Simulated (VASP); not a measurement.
Wanted: the native input for a VASP 6.6.1 run.

```
Task                   : electric field gradients
Functional             : LDA
Potentials or basis    : VASP PAW LDA potentials, release 64 (Ti_sv)
Cutoff                 : 520 eV
k mesh                 : 14 × 14 × 14
Occupations            : fermi-dirac, width 0.05 eV
Spin                   : no spin polarisation
Dipole correction      : no
Further INCAR settings : ALGO = Normal; EDIFF = 1e-08; NBANDS = 12
```

The structure of Ti lies in POSCAR:

```
Ti
1.0
    0.0000000000      2.0698140295      2.0698140295
    2.0698140295      0.0000000000      2.0698140295
    2.0698140295      2.0698140295      0.0000000000
Ti
1
Direct
    0.0000000000      0.0000000000      0.0000000000
```

This cell differs from its parent crystal: volume scaled by 1.06.

One way to write it, as run:

INCAR

```
SYSTEM = Ti
PREC = Accurate
ENCUT = 520
EDIFF = 1E-8
ISMEAR = -1
SIGMA = 0.05
LREAL = .False.
LASPH = .True.
NELM = 80
ALGO = Normal
ISIF = 2
LWAVE = .False.
LCHARG = .False.
GGA = CA
LEFG = .True.
NBANDS = 12
```

KPOINTS

```
regular mesh
0
Gamma
  14 14 14
  0 0 0
```

Potentials or basis: VASP PAW LDA potentials, release 64 (Ti_sv).

The run is started by

```bash
$ cat potpaw_LDA.64/Ti_sv/POTCAR > POTCAR
$ mpirun -np 1 vasp_std > vasp.out
```

Results of the run:

The pressure is -10.4 GPa. The band gap on the k mesh is zero (band 6 reaches 8.59 eV, above the bottom of band 7 at 7.37 eV).

Caveat: without QUAD_EFG the Cq values of the log hold for a quadrupole moment of 1 mb, not for the nuclei.

Wall time 12 s on 1 thread of Intel Xeon 6975P-C, on a shared host, peak memory 0.14 GiB.
